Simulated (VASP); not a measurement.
# Re in VASP: settings compared

The runs below take Re through single point, relaxation of cell and atoms, with PBE, LDA.

Program: VASP 6.6.1. These are calculated values, not measurements. Logs are shortened: lines on timing, memory, paths and dates and some standing lists are left out, and cuts for length are marked.

### 1 The cell of the first run

The structure is orthorhombic, space group Cmcm (No. 63). The conventional cell has a = 2.822 Å, b = 4.792 Å, c = 8.939 Å, α = 90.00°, β = 90.00°, γ = 90.00°. Re (site symmetry m2m) has 12 Re at 2.75 to 2.82 Å within 3.6 Å. Within 3.6 Å of Re (site symmetry 2/m) lie 12 Re at 2.75 to 2.82 Å.

### 2 Single point, PBE

INCAR reads:

```
  PREC = Accurate
  ENCUT = 520
  EDIFF = 1E-6
  ISMEAR = -1
  SIGMA = 0.05
  LREAL = F
  LASPH = T
  NELM = 100
  ALGO = Normal
  ISIF = 2
  LWAVE = F
  LCHARG = F
  GGA = PE
  NBANDS = 22
```

KPOINTS reads:

```
Automatic mesh
0
Gamma
  8 8 3
```

POSCAR reads:

```
Re
1.0
    2.8217151418      0.0000000000      0.0000000000
   -1.4108575708      2.3957617598      0.0000000000
    0.0000000000      0.0000000000      8.9388451600
Re
4
Direct
    0.6666666667      0.3333333333      0.7500000000
    0.0000000000      0.0000000000      0.5000000000
    0.3333333333      0.6666666667      0.2500000000
    0.0000000000      0.0000000000      0.0000000000
```

Potentials or basis: VASP PAW PBE potentials, release 64 (Re).

On the command line:

```bash
$ cat potpaw_PBE.64/Re/POTCAR > POTCAR
$ mpirun -np 1 vasp_std > vasp.out
```

OUTCAR:

```text
PREC = Accurate
   ENCUT = 520
   EDIFF = 1E-6
   ISMEAR = -1
   LREAL = F
   LASPH = T
   NELM = 100
   ISIF = 2
   GGA = PE

 ion  position               nearest neighbor table
   1  0.667  0.333  0.750-   2 2.75   4 2.75   2 2.76   4 2.76   2 2.76   4 2.76
   2  0.000  0.000  0.500-   3 2.75   1 2.75   3 2.76   1 2.76   1 2.76   3 2.76
   3  0.333  0.667  0.250-   2 2.75   4 2.75   2 2.76   4 2.76   2 2.76   4 2.76
   4  0.000  0.000  0.000-   3 2.75   1 2.75   3 2.76   1 2.76   1 2.76   3 2.76

  Warning from LATTYP: Monoclinic adjustment (A1->A3, A2->A1, A3->A2)!
  LATTYP: Found a base centered orthorhombic cell.
 ALAT       =     2.8217151418
 B/A-ratio  =     1.6980890270
 C/A-ratio  =     3.1678765257

  Lattice vectors:

 A1 = (   1.4108575708,  -2.3957617598,   0.0000000000)
 A2 = (   1.4108575710,   2.3957617598,   0.0000000000)
 A3 = (   0.0000000000,   0.0000000000,   8.9388451600)

Analysis of symmetry for initial positions (statically):
=====================================================================
 Subroutine PRICEL returns:
 Original cell was already a primitive cell.

 Routine SETGRP: Setting up the symmetry group for a
 base centered orthorhombic supercell.

 Subroutine GETGRP returns: Found  8 space group operations
 (whereof  4 operations were pure point group operations)
 out of a pool of  8 trial point group operations.

The static configuration has the point symmetry C_2h.
 The point group associated with its full space group is D_2h.

Analysis of symmetry for dynamics (positions and initial velocities):
=====================================================================
 Subroutine PRICEL returns:
 Original cell was already a primitive cell.

 Routine SETGRP: Setting up the symmetry group for a
 base centered orthorhombic supercell.

 Subroutine GETGRP returns: Found  8 space group operations
 (whereof  4 operations were pure point group operations)
 out of a pool of  8 trial point group operations.

The dynamic configuration has the point symmetry C_2h.
 The point group associated with its full space group is D_2h.

 Subroutine INISYM returns: Found  8 space group operations
 (whereof  4 operations are pure point group operations),
 and found     1 'primitive' translations

----------------------------------------------------------------------------------------

                                     Primitive cell

  volume of cell :      60.4280

  direct lattice vectors                    reciprocal lattice vectors
     2.821715142  0.000000000  0.000000000     0.354394384  0.208701887  0.000000000
[... 87 lines left out ...]
   LASPH  =      T    aspherical Exc in radial PAW
   ENCUT  =  520.0 eV  38.22 Ry    6.18 a.u.   5.25  5.17 16.62*2*pi/ulx,y,z
   NELM   =    100;   NELMIN=  2; NELMDL= -5     # of ELM steps
   EDIFF  = 0.1E-05   stopping-criterion for ELM
   LREAL  =      F    real-space projection
   EDIFFG = 0.1E-04   stopping-criterion for IOM
   NSW    =      0    number of steps for IOM
   IBRION =     -1    ionic relax: 0-MD 1-quasi-New 2-CG
   NFREE  =      0    steps in history (QN), initial steepest desc. (CG)
   ISIF   =      2    stress and relaxation
   ISYM   =      2    0-nonsym 1-usesym 2-fastsym
   POTIM  = 0.5000    time-step for ionic-motion
   TEBEG  =    0.0;   TEEND  =   0.0 temperature during run
   PSTRESS=    0.0 pullay stress
   NELECT =      28.0000    total number of electrons
   NUPDOWN=      -1.0000    fix difference up-down
   EMIN   =  10.00;   EMAX   =-10.00  energy-range for DOS
   EFERMI =   0.00;   METHOD = LEGACY
   ISMEAR =    -1;   SIGMA  =   0.05  broadening in eV -4-tet -1-fermi 0-gaus
   EFERMI_NEDOS =   21; number of points for ismear=-14 and -15
   IALGO  =     38    algorithm
   IMIX   =      4    mixing-type and parameters
     AMIX     =   0.40;   BMIX     =  1.00
     AMIX_MAG =   1.60;   BMIX_MAG =  1.00
  volume/ion in A,a.u.               =      15.11       101.95
  Fermi-wavevector in a.u.,A,eV,Ry     =   1.266820  2.393942 21.835063  1.604832
  Thomas-Fermi vector in A             =   2.400000
   LORBIT       =      0    0 simple, 1 ext, 2 COOP (PROOUT), +10 PAW based schemes
   GGA     = PE    functional components
   LHFCALC =     F    Hartree Fock is set to
   AEXX    =    0.0000 exact exchange contribution
   IVDW    =     0    specifies the selected vdW correction
   LEPSILON=     F    determine dielectric tensor
   LRPA    =     F    only Hartree local field effects (RPA)
 non-spin polarized calculation
  energy-cutoff  :      520.00
  volume of cell :       60.43
 maximum number of plane-waves:      1650
 NGX is ok and might be reduce to    24
   NGX = 11   NGY = 11   NGZ = 33

 number of electron      27.9999999 magnetization

 Free energy of the ion-electron system (eV)
  ---------------------------------------------------
  ext. energy  EPLUGINS =         0.00000000
  ---------------------------------------------------
  free energy    TOTEN  =       -49.66374982 eV

  energy without entropy =      -49.63533230  energy(sigma->0) =      -49.64954106

 E-fermi :   7.6600     XC(G=0): -13.5853

 val. band max:        7.6543882546   @ k =   0.0000   0.2500   0.3333
 cond. band min:       7.6601916229   @ k =   0.3750   0.2500   0.3333
 fundamental gap:      0.0058033683
 Fermi energy:         7.6599811618

 k-point     1 :       0.0000    0.0000    0.0000
  band No.  band energies     occupation
      1      -2.1203      2.00000
      2       0.1701      2.00000
      3       0.2600      2.00000
      4       1.1604      2.00000
      5       5.2474      2.00000
      6       5.3366      2.00000
[... 589 lines left out ...]
     21      10.6564      0.00000
     22      11.3794      0.00000

 [... further k-points ...]
[... 5 lines left out ...]
  --------------------------------------------------------------------------------------
  -------------------------------------------------------------------------------------
  Total       -3.2153683     -0.7902590     -0.6334981     -0.0000000     -0.0000000      0.0000000
  in kB      -85.2517105    -20.9527881    -16.7964580     -0.0000000     -0.0000000      0.0000000
  external PRESSURE =     -41.0003189 kB  Pullay stress =       0.0000000 kB

 VOLUME and BASIS-vectors are now :
 -----------------------------------------------------------------------------
  energy-cutoff  :      520.00
  volume of cell :       60.43
      direct lattice vectors                 reciprocal lattice vectors
     2.821715142  0.000000000  0.000000000     0.354394384  0.208701887  0.000000000
    -1.410857571  2.395761760  0.000000000     0.000000000  0.417403774  0.000000000
     0.000000000  0.000000000  8.938845160     0.000000000  0.000000000  0.111871274

 POSITION                                       TOTAL-FORCE (eV/Angst)
 -----------------------------------------------------------------------------------
      1.41086      0.79859      6.70413        -0.000000     -0.105908      0.000000
      0.00000      0.00000      4.46942         0.000000      0.000000      0.000000
     -0.00000      1.59717      2.23471         0.000000      0.105908     -0.000000
      0.00000      0.00000      0.00000         0.000000      0.000000      0.000000
 -----------------------------------------------------------------------------------
    total drift:                               -0.000000      0.000000      0.000000

  FREE ENERGIE OF THE ION-ELECTRON SYSTEM (eV)
  ---------------------------------------------------
  free  energy   TOTEN  =       -49.6637498155 eV

  energy  without entropy=      -49.6353322999  energy(sigma->0) =      -49.64954106
```

OSZICAR:

```text
N       E                     dE             d eps       ncg     rms          rms(c)
DAV:   1     0.183354767927E+03    0.18335E+03   -0.12076E+04  3344   0.158E+03
DAV:   2    -0.244089299161E+02   -0.20776E+03   -0.18615E+03  3534   0.684E+02
DAV:   3    -0.500328915354E+02   -0.25624E+02   -0.21632E+02  3520   0.345E+02
DAV:   4    -0.523110757564E+02   -0.22782E+01   -0.20000E+01  3074   0.810E+01
DAV:   5    -0.525475288209E+02   -0.23645E+00   -0.20968E+00  3288   0.159E+01    0.575E+01
DAV:   6    -0.503873525520E+02    0.21602E+01   -0.23095E+00  3014   0.342E+01    0.225E+01
DAV:   7    -0.496865104781E+02    0.70084E+00   -0.17098E+00  3188   0.267E+01    0.926E-01
DAV:   8    -0.496657364758E+02    0.20774E-01   -0.83354E-02  3488   0.283E+00    0.518E-01
DAV:   9    -0.496644356629E+02    0.13008E-02   -0.54680E-03  3450   0.116E+00    0.239E-01
DAV:  10    -0.496637541021E+02    0.68156E-03   -0.22205E-03  3596   0.670E-01    0.125E-01
DAV:  11    -0.496637467827E+02    0.73194E-05   -0.19831E-04  3508   0.274E-01    0.215E-02
DAV:  12    -0.496637500803E+02   -0.32975E-05   -0.11690E-05  2412   0.592E-02    0.782E-03
DAV:  13    -0.496637490647E+02    0.10156E-05   -0.20001E-06  1880   0.366E-02    0.141E-02
DAV:  14    -0.496637498155E+02   -0.75081E-06   -0.15856E-06  1824   0.230E-02
   1 F= -.49663750E+02 E0= -.49649541E+02  d E =-.284175E-01
```

stdout:

```text
POSCAR found type information on POSCAR Re
 POSCAR found :  1 types and       4 ions
 scaLAPACK will be used
 LDA part: xc-table for (Slater+PW92), standard interpolation
 POSCAR, INCAR and KPOINTS ok, starting setup
 FFT: planning ... GRIDC
 FFT: planning ... GRID_SOFT
 FFT: planning ... GRID
 WAVECAR not read
 entering main loop
```

Wall time 3.1 min (1 thread of AMD EPYC 7R13, shared host); peak memory 0.18 GiB.

Results:

- Free energy: -49.6637 eV
- Pressure: -4.1 GPa
- Largest force: 0.106 eV/Å
- Band gap on the k mesh: zero (band 14 reaches 8.86 eV, above the bottom of band 15 at 6.53 eV)

Forces on the atoms (eV/Å):
```
Re   0.000 -0.106  0.000
Re   0.000  0.000  0.000
Re   0.000  0.106  0.000
Re   0.000  0.000  0.000
```

Caveat: spin-orbit coupling is left out, which moves the levels of the heavy elements.

### 3 Single point, PBE

This run uses another cell than the first one, of 15.40 Å³/atom, 1.020 times its volume.

INCAR reads:

```
PREC     = Accurate       # precision mode
ENCUT    = 520            # plane-wave cutoff, eV
EDIFF    = 1E-7           # SCF threshold, eV
ISMEAR   = -1             # smearing method
SIGMA    = 0.05           # smearing width, eV
LREAL    = F              # projectors in reciprocal space
LASPH    = T              # aspherical terms in the spheres
NELM     = 80             # most SCF steps
ALGO     = Normal         # electronic algorithm
ISIF     = 2              # what is computed and relaxed
LWAVE    = F              # write WAVECAR
LCHARG   = F              # write CHGCAR
GGA      = PE             # functional
NBANDS   = 22             # bands
```

KPOINTS reads:

```
regular mesh
0
Gamma
  8 8 3
```

POSCAR: that of step 2 with these lines changed.

```diff
@@ -2,4 +2,4 @@
 1.0
-    2.8217151418      0.0000000000      0.0000000000
-   -1.4108575708      2.3957617598      0.0000000000
+    2.8770428897      0.0000000000      0.0000000000
+   -1.4385214448      2.3957617598      0.0000000000
     0.0000000000      0.0000000000      8.9388451600
```

Potentials or basis: VASP PAW PBE potentials, release 64 (Re).

On the command line:

```bash
$ cat potpaw_PBE.64/Re/POTCAR > POTCAR
$ mpirun -np 1 vasp_std > vasp.out
```

Run time: 3.4 min. Hardware: 1 thread of AMD EPYC 7R13, shared host; peak memory 0.18 GiB.

It converged, with:

```yaml
Free_energy: -49.5649 eV
Pressure: -10.4 GPa
Largest_force: 0.191 eV/Å
Band_gap_on_the_k_mesh: zero (band 14 reaches 8.69 eV, above the bottom of band 15 at 6.47 eV)
```

Forces in eV/Å, atoms in the order of the input:
```
Re   0.000 -0.191  0.000
Re   0.000  0.000  0.000
Re   0.000  0.191  0.000
Re   0.000  0.000  0.000
```

Stress tensor (GPa, compression positive):
```
-18.19   0.00   0.00
  0.00  -7.21   0.00
  0.00   0.00  -5.77
```

Levels at points of the mesh, in eV from the Fermi level:
| k point | band 12 | band 13 | band 14 | band 15 | band 16 | band 17 |
| --- | --- | --- | --- | --- | --- | --- |
| (0.00, 0.00, 0.00) | -1.42 | -1.29 | -0.74 | -0.68 | 0.38 | 0.66 |
| (0.50, 0.00, 0.00) | 0.37 | 0.40 | 0.92 | 1.85 | 3.36 | 3.39 |
| (0.00, 0.50, 0.00) | -0.03 | -0.02 | 1.28 | 2.22 | 3.61 | 3.66 |

Caveat: spin-orbit coupling is left out, which moves the levels of the heavy elements.

### 4 Relaxation of cell and atoms, LDA

This run uses another cell than the first one, of 14.81 Å³/atom, 0.980 times its volume.

INCAR reads:

```
PREC = Accurate
ENCUT = 600
EDIFF = 1E-6
ISMEAR = -1
SIGMA = 0.05
LREAL = F
LASPH = T
NELM = 100
ALGO = Fast
ISIF = 3
LWAVE = F
LCHARG = F
IBRION = 2
NSW = 60
EDIFFG = -0.01
```

KPOINTS is that of step 3.

POSCAR: that of step 3 with these lines changed.

```diff
@@ -2,4 +2,4 @@
 1.0
-    2.8770428897      0.0000000000      0.0000000000
-   -1.4385214448      2.3957617598      0.0000000000
+    2.7663873939      0.0000000000      0.0000000000
+   -1.3831936969      2.3957617598      0.0000000000
     0.0000000000      0.0000000000      8.9388451600
```

Potentials or basis: VASP PAW LDA potentials, release 64 (Re).

On the command line:

```bash
$ cat potpaw_LDA.64/Re/POTCAR > POTCAR
$ mpirun -np 1 vasp_std > vasp.out
```

OUTCAR:

```text
PREC = Accurate
   ENCUT = 600
   EDIFF = 1E-6
   ISMEAR = -1
   LREAL = F
   LASPH = T
   NELM = 100
   ISIF = 3
   IBRION = 2
   NSW = 60
   EDIFFG = -0.01

 ion  position               nearest neighbor table
   1  0.667  0.333  0.750-   2 2.75   4 2.75   2 2.75   4 2.75   2 2.75   4 2.75
   2  0.000  0.000  0.500-   1 2.75   3 2.75   3 2.75   1 2.75   1 2.75   3 2.75
   3  0.333  0.667  0.250-   2 2.75   4 2.75   2 2.75   4 2.75   2 2.75   4 2.75
   4  0.000  0.000  0.000-   1 2.75   3 2.75   3 2.75   1 2.75   1 2.75   3 2.75

  LATTYP: Found a hexagonal cell.
 ALAT       =     2.7663873939
 C/A-ratio  =     3.2312340563

  Lattice vectors:

 A1 = (   2.7663873939,   0.0000000000,   0.0000000000)
 A2 = (  -1.3831936969,   2.3957617598,   0.0000000000)
 A3 = (   0.0000000000,   0.0000000000,   8.9388451600)

Analysis of symmetry for initial positions (statically):
[... 713 lines left out ...]
  energy  without entropy=      -55.0122925932  energy(sigma->0) =      -55.02611939

[... ionic steps 4 to 7 ...]

--------------------------------------- Ionic step        8  -------------------------------------------

 number of electron      28.0000000 magnetization

------------------------ aborting loop because EDIFF is reached ----------------------------------------
[... 71 lines left out ...]
--------------------------------------- Ionic step       10  -------------------------------------------

 number of electron      28.0000000 magnetization

 Free energy of the ion-electron system (eV)
  ---------------------------------------------------
  ext. energy  EPLUGINS =         0.00000000
  ---------------------------------------------------
  free energy    TOTEN  =       -55.04062281 eV

  energy without entropy =      -55.01284000  energy(sigma->0) =      -55.02673141

 E-fermi :   8.2685     XC(G=0): -13.9622

 val. band max:        8.2272475319   @ k =   0.1250   0.1250   0.3333
 cond. band min:       8.3007030515   @ k =   0.3750   0.0000   0.3333
 fundamental gap:      0.0734555196
 Fermi energy:         8.2685187427

 k-point     1 :       0.0000    0.0000    0.0000
  band No.  band energies     occupation
      1      -1.8160      2.00000
      2       0.5217      2.00000
      3       0.6370      2.00000
      4       1.3753      2.00000
      5       5.6506      2.00000
      6       5.7455      2.00000
[... 440 lines left out ...]
  FREE ENERGIE OF THE ION-ELECTRON SYSTEM (eV)
  ---------------------------------------------------
  free  energy   TOTEN  =       -55.0406228146 eV

  energy  without entropy=      -55.0128400045  energy(sigma->0) =      -55.02673141

 reached required accuracy - stopping structural energy minimisation
```

OSZICAR:

```text
N       E                     dE             d eps       ncg     rms          rms(c)
DAV:   1     0.414955427639E+03    0.41496E+03   -0.11530E+04   784   0.175E+03
DAV:   2    -0.481400951615E+01   -0.41977E+03   -0.40681E+03  1060   0.100E+03
DAV:   3    -0.509035148965E+02   -0.46090E+02   -0.43695E+02  1170   0.361E+02
[... 96 lines left out ...]
       N       E                     dE             d eps       ncg     rms          rms(c)
DAV:   1    -0.550406834625E+02   -0.14503E-03   -0.35076E-03  1140   0.133E+00    0.255E-01
RMM:   2    -0.550406332460E+02    0.50217E-04   -0.29546E-05   730   0.170E-01    0.854E-02
RMM:   3    -0.550406225201E+02    0.10726E-04   -0.12357E-04  1001   0.123E-01    0.949E-03
RMM:   4    -0.550406228146E+02   -0.29449E-06   -0.44610E-06   645   0.140E-02
  10 F= -.55040623E+02 E0= -.55026731E+02  d E =-.890986E-05
```

CONTCAR:

```text
Re
   1.00000000000000
     2.7440675600611146   -0.0000000000004677    0.0000000000000000
    -1.3720337799813658    2.3764322166881531    0.0000000000000000
     0.0000000000000000   -0.0000000000000000    8.8277680052813121
  Re
     4
Direct
     0.6666666667000030    0.3333333332999970    0.7500000000000000
     0.0000000000000000    0.0000000000000000    0.5000000000000000
     0.3333333332999970    0.6666666667000030    0.2500000000000000
     0.0000000000000000    0.0000000000000000    0.0000000000000000

  0.00000000E+00  0.00000000E+00  0.00000000E+00
  0.00000000E+00  0.00000000E+00  0.00000000E+00
  0.00000000E+00  0.00000000E+00  0.00000000E+00
  0.00000000E+00  0.00000000E+00  0.00000000E+00
```

Wall time 7.6 min (1 thread of AMD EPYC 7R13, shared host); peak memory 0.17 GiB.

Results:

```
Free energy                            : -55.0406 eV
Relaxed volume                         : 14.39 Å³/atom
Relaxed cell                           : a = 2.744 Å, b = 2.744 Å, c = 8.828 Å, α = 90.00°, β = 90.00°, γ = 120.00°
Space group after relaxing (to 0.05 Å) : P6_3/mmc (No. 194)
Energy gained by relaxing              : 15.1 meV/atom
Ionic steps                            : 10
Pressure after relaxing                : 0.0 GPa
Band gap on the k mesh                 : zero (band 14 reaches 9.55 eV, above the bottom of band 15 at 6.80 eV)
```

The path:
```csv
step,energy change (eV),largest force (eV/Å),pressure (GPa),volume (Å³)
1,0.0000,0.0000,-11.04,59.24
2,1.1657,0.0000,65.81,50.92
3,-0.0597,0.0000,-0.66,57.66
4,-0.0599,0.0000,-0.03,57.58
5,-0.0599,0.0000,0.20,57.54
6,-0.0599,0.0000,0.10,57.55
7,-0.0603,0.0000,0.14,57.55
8,-0.0603,0.0000,0.14,57.55
9,-0.0603,0.0000,-0.44,57.63
10,-0.0603,0.0000,0.00,57.57
```

Final structure:
```yaml
crystal:
  lattice:
    - [2.74407, 0.00000, 0.00000]
    - [-1.37203, 2.37643, 0.00000]
    - [0.00000, 0.00000, 8.82777]
  atoms:
    - { symbol: Re, position: [0.66667, 0.33333, 0.75000] }
    - { symbol: Re, position: [0.00000, 0.00000, 0.50000] }
    - { symbol: Re, position: [0.33333, 0.66667, 0.25000] }
    - { symbol: Re, position: [0.00000, 0.00000, 0.00000] }
```

Levels at points of the mesh, in eV from the Fermi level:
```tsv
k point	band 10	band 11	band 12	band 13	band 14	band 15	band 16	band 17	band 18
(0.00, 0.00, 0.00)	-2.09	-1.72	-1.34	-1.34	-1.25	-1.25	0.55	0.55	0.70
(0.50, 0.00, 0.00)	-2.15	-0.85	0.23	0.25	1.28	2.26	3.94	3.97	4.15
```

Caveat: spin-orbit coupling is left out, which moves the levels of the heavy elements.

(Continued in part 2 of 2.)
